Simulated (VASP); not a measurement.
# H23C2NO10 in VASP: notebook, part 2 of 4

VASP 6.6.1. The steps go on from the part before.

**3. Single point, LDA**

This run uses another cell than the first one, of 6.73 Å³/atom, 1.152 times its volume.

The input, INCAR:

```
PREC     = Accurate       # precision mode
ENCUT    = 520            # plane-wave cutoff, eV
EDIFF    = 1E-6           # SCF threshold, eV
ISMEAR   = -1             # smearing method
SIGMA    = 0.02           # smearing width, eV
LREAL    = Auto         
LASPH    = True           # aspherical terms in the spheres
NELM     = 120            # most SCF steps
ALGO     = Normal         # electronic algorithm
ISIF     = 2              # what is computed and relaxed
LWAVE    = False          # write WAVECAR
LCHARG   = False          # write CHGCAR
NBANDS   = 72             # bands
GGA_COMPAT= False
```

The input, KPOINTS:

```
Automatic mesh
0
Gamma
  1 1 1
```

The input, POSCAR:

```
H23C2NO10
1.0
    6.2339710000      0.0000000000      0.0000000000
    0.0000000000      6.2339710000      0.0000000000
    0.0000000000      0.0000000000      6.2339710000
O H C N
10 23 2 1
Direct
    0.0652874388      0.9862894774      0.8420635900
    0.6558580398      0.9530843182      0.6228934976
    0.4458153559     -0.0525988972      0.1636517077
    0.6979018670      0.2010756867      0.0107475636
    0.1750729992      0.5015743577      0.1579250208
    0.2396385867      0.1617588532      0.4831912115
    0.3147111207      0.2585350493      0.8913259301
    0.9049929812      0.9283970041      0.2244957508
    0.8345723777      0.5761014929      1.0005179684
    0.8710820118      0.2581500620      0.5411959728
   -0.0453643432      1.0904606390      0.7864970819
    0.1402637260      0.9798730215      0.6944690631
    0.7115849592      0.8339146910      0.7179051683
    0.5193800228      0.8944539524      0.5767912619
    0.3248170388     -0.1384350360      0.1004656582
    0.5086645414      0.0563846062      0.0631218849
    0.8032440318      0.0989096677      0.0720247175
    0.7000995032      0.1993111614     -0.1468887167
    0.1788907905      0.4212082475      0.0120148137
    0.0191049974      0.5538043087      0.1599141222
    0.2720096067      0.2967931676      0.4044773388
    0.3052308071      0.0510268655      0.3912915219
    0.3492637357      0.2091925035      0.7410044095
    0.2709188092      0.1058233989      0.9482238528
    0.8262309850      0.8744987745      0.3566747423
    0.9023301520      0.8221886178      0.1048609305
    0.9060356553      0.4771597430      0.8867381642
    0.7285244028      0.4502587516      1.0490103339
    0.8101096396      0.1875209237      0.4258601780
    1.0167997252      0.2499690807      0.4759726986
    0.3637970084      0.4909069997      0.2470656344
    0.5576220999      0.6506767516      0.2235332824
    0.6189794595      0.3643584483      0.2734372682
    0.5308815200      0.4972432499      0.3103318896
    0.4817795912      0.5331754030      0.5221711811
    0.4504352041      0.5485267737      0.7035964717
```

Potentials or basis: VASP PAW LDA potentials, release 64 (O, H, C, N).

Started as:

```sh
cat potpaw_LDA.64/O/POTCAR potpaw_LDA.64/H/POTCAR potpaw_LDA.64/C/POTCAR potpaw_LDA.64/N/POTCAR > POTCAR
mpirun -np 1 vasp_gam > vasp.out
```

OUTCAR:

```text
PREC = Accurate
   ENCUT = 520
   EDIFF = 1E-6
   ISMEAR = -1
   LREAL = Auto
   LASPH = True
   NELM = 120
   ISIF = 2

 ion  position               nearest neighbor table
   1  0.065  0.986  0.842-  11 1.01  12 1.03
   2  0.656  0.953  0.623-  14 0.97  13 1.01
   3  0.446  0.947  0.164-  16 1.00  15 1.01
   4  0.698  0.201  0.011-  18 0.98  17 0.99
   5  0.175  0.502  0.158-  20 1.03  19 1.04  31 1.30
   6  0.240  0.162  0.483-  22 0.99  21 1.00
   7  0.315  0.259  0.891-  23 1.01  24 1.05
   8  0.905  0.928  0.224-  26 1.00  25 1.02
   9  0.835  0.576  0.001-  27 1.04  28 1.07
  10  0.871  0.258  0.541-  29 0.92  30 1.00
  11  0.955  0.090  0.786-   1 1.01
  12  0.140  0.980  0.694-   1 1.03
  13  0.712  0.834  0.718-   2 1.01
  14  0.519  0.894  0.577-   2 0.97
  15  0.325  0.862  0.100-   3 1.01
  16  0.509  0.056  0.063-   3 1.00
[... 12 lines left out ...]
  29  0.810  0.188  0.426-  10 0.92
  30  0.017  0.250  0.476-  10 1.00
  31  0.364  0.491  0.247-  34 1.11   5 1.30
  32  0.558  0.651  0.224-  34 1.11
  33  0.619  0.364  0.273-  34 1.02
  34  0.531  0.497  0.310-  33 1.02  32 1.11  31 1.11  35 1.37
  35  0.482  0.533  0.522-  36 1.15  34 1.37
  36  0.450  0.549  0.704-  35 1.15

  LATTYP: Found a simple cubic cell.
 ALAT       =     6.2339710000

  Lattice vectors:

 A1 = (   6.2339710000,   0.0000000000,   0.0000000000)
 A2 = (   0.0000000000,   6.2339710000,   0.0000000000)
 A3 = (   0.0000000000,   0.0000000000,   6.2339710000)

Analysis of symmetry for initial positions (statically):
=====================================================================
 Subroutine PRICEL returns:
 Original cell was already a primitive cell.

 Routine SETGRP: Setting up the symmetry group for a
 simple cubic supercell.

 Subroutine GETGRP returns: Found  1 space group operations
 (whereof  1 operations were pure point group operations)
 out of a pool of 48 trial point group operations.

[... 180 lines left out ...]
  Fermi-wavevector in a.u.,A,eV,Ry     =   1.202450  2.272302 19.672483  1.445887
  Thomas-Fermi vector in A             =   2.338231
   LORBIT       =      0    0 simple, 1 ext, 2 COOP (PROOUT), +10 PAW based schemes
   GGA     = CA    functional components
   LHFCALC =     F    Hartree Fock is set to
   AEXX    =    0.0000 exact exchange contribution
   IVDW    =     0    specifies the selected vdW correction
   LEPSILON=     F    determine dielectric tensor
   LRPA    =     F    only Hartree local field effects (RPA)
 non-spin polarized calculation
  energy-cutoff  :      520.00
  volume of cell :      242.27
 maximum number of plane-waves:      3310
 NGX is ok and might be reduce to    48
   NGX = 23   NGY = 23   NGZ = 23

 number of electron      96.0000015 magnetization

 Free energy of the ion-electron system (eV)
  ---------------------------------------------------
  ext. energy  EPLUGINS =         0.00000000
  ---------------------------------------------------
  free energy    TOTEN  =      -189.50044318 eV

  energy without entropy =     -189.50044318  energy(sigma->0) =     -189.50044318

 E-fermi :  -0.2422     XC(G=0):  -9.3391

 val. band max:       -0.8031778191   @ k =   0.0000   0.0000   0.0000
 cond. band min:       2.9101815969   @ k =   0.0000   0.0000   0.0000
 fundamental gap:      3.7133594160
 Fermi energy:        -0.2422184718

 k-point     1 :       0.0000    0.0000    0.0000
  band No.  band energies     occupation
      1     -21.5271      2.00000
      2     -21.0697      2.00000
      3     -20.3885      2.00000
      4     -20.2361      2.00000
      5     -20.1569      2.00000
      6     -19.9518      2.00000
[... 52 lines left out ...]
     59       7.8988      0.00000
     60       8.2648      0.00000
 [bands above 60 left out]

------------------------ aborting loop because EDIFF is reached ----------------------------------------

  FORCE on cell =-STRESS in cart. coord.  units (eV):
  Direction    XX          YY          ZZ          XY          YZ          ZX
  --------------------------------------------------------------------------------------
  -------------------------------------------------------------------------------------
  Total       23.0558317      8.7593205      6.2746575      3.2308798      1.4990689      4.5058416
  in kB      152.4744383     57.9277508     41.4960041     21.3666805      9.9137474     29.7983467
  external PRESSURE =      83.9660644 kB  Pullay stress =       0.0000000 kB

 VOLUME and BASIS-vectors are now :
 -----------------------------------------------------------------------------
  energy-cutoff  :      520.00
  volume of cell :      242.27
      direct lattice vectors                 reciprocal lattice vectors
     6.233971000  0.000000000  0.000000000     0.160411397  0.000000000  0.000000000
     0.000000000  6.233971000  0.000000000     0.000000000  0.160411397  0.000000000
     0.000000000  0.000000000  6.233971000     0.000000000  0.000000000  0.160411397

 POSITION                                       TOTAL-FORCE (eV/Angst)
 -----------------------------------------------------------------------------------
      0.40700      6.14850      5.24940        -0.789979     -1.313202     -2.416396
      4.08860      5.94150      3.88310         0.571396     -1.231355      0.737855
      2.77920      5.90607      1.02020        -1.861422     -1.527730      0.594704
      4.35070      1.25350      0.06700        -0.068258      0.627909     -0.805595
      1.09140      3.12680      0.98450        -2.939180      0.205431     -0.876690
      1.49390      1.00840      3.01220         1.047463     -0.164048      0.003086
[... 28 lines left out ...]
      3.00340      3.32380      3.25520         1.636748     -0.294089     -0.271513
      2.80800      3.41950      4.38620        -0.570110      1.502946      1.381827
 -----------------------------------------------------------------------------------
    total drift:                                0.005648      0.009554      0.004214

  FREE ENERGIE OF THE ION-ELECTRON SYSTEM (eV)
  ---------------------------------------------------
  free  energy   TOTEN  =      -189.5004431773 eV

  energy  without entropy=     -189.5004431773  energy(sigma->0) =     -189.50044318
```

OSZICAR:

```text
N       E                     dE             d eps       ncg     rms          rms(c)
DAV:   1     0.711538611634E+03    0.71154E+03   -0.56567E+04   152   0.131E+03
DAV:   2    -0.145532671299E+03   -0.85707E+03   -0.81627E+03   176   0.322E+02
DAV:   3    -0.208042664200E+03   -0.62510E+02   -0.61994E+02   184   0.898E+01
DAV:   4    -0.208897877537E+03   -0.85521E+00   -0.85402E+00   168   0.117E+01
DAV:   5    -0.208908238158E+03   -0.10361E-01   -0.10355E-01   184   0.129E+00    0.256E+01
DAV:   6    -0.191005981932E+03    0.17902E+02   -0.45838E+01   168   0.257E+01    0.102E+01
DAV:   7    -0.189895412550E+03    0.11106E+01   -0.30992E+00   176   0.736E+00    0.610E+00
DAV:   8    -0.189532820535E+03    0.36259E+00   -0.10233E+00   168   0.470E+00    0.165E+00
DAV:   9    -0.189503290796E+03    0.29530E-01   -0.78275E-02   176   0.133E+00    0.603E-01
DAV:  10    -0.189500310795E+03    0.29800E-02   -0.35838E-02   168   0.825E-01    0.278E-01
DAV:  11    -0.189500132300E+03    0.17849E-03   -0.56146E-03   168   0.361E-01    0.116E-01
DAV:  12    -0.189500343121E+03   -0.21082E-03   -0.86182E-04   168   0.141E-01    0.645E-02
DAV:  13    -0.189500431064E+03   -0.87943E-04   -0.21620E-04   168   0.761E-02    0.165E-02
DAV:  14    -0.189500440525E+03   -0.94607E-05   -0.34423E-05   176   0.261E-02    0.117E-02
DAV:  15    -0.189500442610E+03   -0.20850E-05   -0.13928E-05   168   0.198E-02    0.464E-03
DAV:  16    -0.189500443177E+03   -0.56773E-06   -0.19032E-06   152   0.789E-03
   1 F= -.18950044E+03 E0= -.18950044E+03  d E =-.766068E-12
```

stdout:

```text
POSCAR found type information on POSCAR O H C N
 POSCAR found :  4 types and      36 ions
 scaLAPACK will be used
 LDA part: xc-table for (Slater(with rela. corr.)+CA(PZ))
 , standard interpolation
 POSCAR, INCAR and KPOINTS ok, starting setup
 FFT: planning ... GRIDC
 FFT: planning ... GRID_SOFT
 FFT: planning ... GRID
 WAVECAR not read
 entering main loop
```

Run time: 24 s. Hardware: 1 thread of Intel Xeon Platinum 8124M at 3.00GHz (Skylake/Cascade Lake), shared host; peak memory 0.25 GiB.

What came out:

- Free energy: -189.5004 eV
- Pressure: 8.4 GPa
- Largest force: 3.406 eV/Å
- Band gap on the k mesh: 3.71 eV

Forces on the atoms (eV/Å):
```
O   -0.790 -1.313 -2.416
O    0.571 -1.231  0.738
O   -1.861 -1.528  0.595
O   -0.068  0.628 -0.806
O   -2.939  0.205 -0.877
O    1.047 -0.164  0.003
O    0.425 -2.231  0.050
O    0.050 -0.026  1.052
O   -0.700 -2.415 -1.543
O    1.449  2.428  1.899
H    0.417 -0.135  0.154
H   -0.604 -0.223  1.606
H   -0.379  0.595 -0.428
H   -0.445 -0.392 -0.079
H    0.840  0.394  0.212
H    0.287  0.251  0.039
H    0.731 -0.677  0.776
H   -0.313 -0.169 -0.390
H    1.186  0.062  0.766
H    0.703 -0.217 -0.173
H    0.159 -0.143 -0.089
H    0.281 -0.265 -1.207
H   -0.457  1.121  0.461
H   -0.329  2.280 -0.414
H    0.236  0.324 -1.081
H   -0.216 -0.331  0.347
H   -0.627  1.896  0.867
H    0.915  1.299 -0.614
H   -2.259 -1.703 -1.748
H    0.278  0.102  0.916
H   -0.318 -0.480 -0.727
H    0.630 -0.148  0.208
H    1.525 -2.076 -0.316
C   -0.491  3.073  1.108
C    1.637 -0.294 -0.272
N   -0.570  1.503  1.382
```

Caveat: the k points lie up to 1.01 Å⁻¹ apart.

**4. Single point, LDA**

This run uses another cell than the first one, of 9.51 Å³/atom, 1.629 times its volume.

The input, INCAR:

```
SYSTEM = H23C2NO10
ALGO = Normal
EDIFF = 1E-6
ENCUT = 520
GGA_COMPAT = .FALSE.
ISIF = 2
ISMEAR = -1
LASPH = .TRUE.
LCHARG = .FALSE.
LREAL = Auto
LWAVE = .FALSE.
NBANDS = 72
NELM = 120
PREC = Accurate
SIGMA = 0.02
```

The input, KPOINTS:

```
k-points
0
G
  1 1 1
  0 0 0
```

The input, POSCAR:

```
H23C2NO10
1.0
    6.9963770000      0.0000000000      0.0000000000
    0.0000000000      6.9963770000      0.0000000000
    0.0000000000      0.0000000000      6.9963770000
O H C N
10 23 2 1
Direct
    0.0179664418      1.0109803974      0.8073893102
    0.6622713442      0.9367562669      0.5944362346
    0.4540064093     -0.0377052294      0.1844097309
    0.7132691677      0.1929141326      0.0231691345
    0.1769916058      0.4604954822      0.1343981321
    0.2768289931      0.1334690798      0.4538634782
    0.2972538501      0.2666380042      0.8596163414
    0.8762106445      0.9434168570      0.1660002027
    0.8124204856      0.5465686026      0.9939573010
    0.8954348801      0.2232869955      0.5529862099
    0.0015293630      1.1269547081      0.7165422904
    0.1125868432      0.9197617567      0.7511030352
    0.6912148959      0.8874736167      0.7210017413
    0.5521572094      0.8499684908      0.5594466965
    0.4187167158     -0.0835003603      0.0555287401
    0.4849081174      0.1072126331      0.1777634338
    0.7935821640      0.0774257877      0.0356899006
    0.6298974455      0.1894266132     -0.0805273930
    0.2668952802      0.4169872493      0.0306444321
    0.0477818734      0.4751316288      0.0635614690
    0.2799163053      0.2568186363      0.3721926363
    0.3139910842      0.0551428261      0.3445211715
    0.3518535379      0.3606723880      0.7602506269
    0.1640563394      0.2196136658      0.8401491229
    0.7870645050      0.9880256596      0.2676242289
    0.8362185171      0.8149646596      0.1193474851
    0.8170085746      0.6053990515      0.8555285114
    0.7807755357      0.4077824851      0.9935999732
    0.7800322939      0.1491057443      0.5782850181
    0.9994172698      0.1579817668      0.4715011784
    0.4131709884      0.5758551890      0.2397526606
    0.6684459685      0.6257810292      0.2822603756
    0.6099156749      0.3984776692      0.2305764827
    0.5480550862      0.5198833625      0.3150487745
    0.5310462830      0.5228849160      0.5028030937
    0.4783904584      0.5772702071      0.6484927842
```

Started as:

```sh
cat potpaw_LDA.64/O/POTCAR potpaw_LDA.64/H/POTCAR potpaw_LDA.64/C/POTCAR potpaw_LDA.64/N/POTCAR > POTCAR
mpirun -np 1 vasp_gam > vasp.out
```

It took 38 s on 1 thread of Intel Xeon Platinum 8124M at 3.00GHz (Skylake/Cascade Lake), shared host; peak memory 0.29 GiB.

The run converged. Its results:

| Quantity | Value |
| --- | --- |
| Free energy | -191.0395 eV |
| Pressure | 0.2 GPa |
| Largest force | 6.068 eV/Å |
| Band gap on the k mesh | 3.61 eV |

Forces on the atoms (eV/Å):
```
O    0.710 -0.462  0.080
O   -1.206 -0.850 -0.385
O    0.153  1.330  0.016
O   -0.068  2.863  1.086
O   -0.864  0.495 -0.181
O   -0.576  2.653 -0.885
O    1.686  1.106 -0.701
O    0.085 -0.753  0.678
O    0.835  2.594 -2.330
O    1.699  1.138 -0.732
H   -0.585 -1.105 -0.276
H   -0.630  0.996  0.252
H    0.588  0.075  0.339
H    0.643  0.950  0.080
H   -0.048  0.560  0.436
H    0.060 -2.141 -0.851
H    1.146 -1.128  0.265
H   -1.847 -0.233 -2.148
H   -0.614 -0.456  0.072
H    1.184  0.206  0.967
H   -0.629 -0.769  1.317
H    0.062 -1.695 -0.387
H   -1.115 -1.074  0.732
H    0.740 -0.140 -0.127
H    0.288 -0.853 -0.266
H    0.180  0.125  0.453
H   -0.160 -1.647  2.487
H   -0.275 -0.859 -0.295
H   -0.285 -1.029 -0.518
H   -1.022  0.438  0.566
H    0.491 -0.512  0.532
H   -0.755 -0.356  0.087
H   -0.459 -0.111  0.759
C    1.866  0.588 -5.744
C   -0.961  0.053  1.909
N   -0.314  0.003  2.715
```

Stress tensor (GPa, compression positive):
```
-1.46 -0.65  0.06
-0.65 -1.81  1.22
 0.06  1.22  3.74
```

Levels at points of the mesh, in eV from the valence-band top:
| k point | band 45 | band 46 | band 47 | band 48 | band 49 | band 50 | band 51 | band 52 |
| --- | --- | --- | --- | --- | --- | --- | --- | --- |
| (0.00, 0.00, 0.00) | -0.93 | -0.57 | -0.32 | 0.00 | 3.61 | 4.88 | 5.16 | 6.07 |

Caveat: the k points lie up to 0.90 Å⁻¹ apart.

[end of part 2 of 4]
